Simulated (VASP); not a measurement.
Input of a VASP 6.6.1 run:

INCAR

```
SYSTEM = C
PREC = Accurate ; ENCUT = 520
EDIFF = 1E-6 ; ISMEAR = 0
SIGMA = 0.05 ; LREAL = .False.
LASPH = .True. ; NELM = 80
ALGO = Normal ; ISIF = 2
LWAVE = .False. ; LCHARG = .False.
GGA = PE ; IVDW = 12
NBANDS = 11
```

KPOINTS

```
regular mesh
0
Gamma
  15 15 15
  0 0 0
```

POSCAR

```
C
1.0
    1.2222687308      0.7056771807      3.3334883167
   -1.2222687308      0.7056771807      3.3334883167
    0.0000000000     -1.4113543615      3.3334883167
C
2
Direct
    0.1571748731      0.1571748731      0.1571748731
    0.8428251269      0.8428251269      0.8428251269
```

Potentials or basis: VASP PAW PBE potentials, release 64 (C).

The run is started by

```bash
$ cat potpaw_PBE.64/C/POTCAR > POTCAR
$ mpirun -np 1 vasp_std > vasp.out
```

(1) Estimate the band gap on the k mesh.

(2) What does it give for the largest force?

Results:

(1) 0.95 eV, indirect (least direct gap 0.98 eV).

(2) 3.098 eV/Å.

Caveat: forces of over 1 eV/Å act on the atoms, so gaps and moduli don't describe the material at rest.
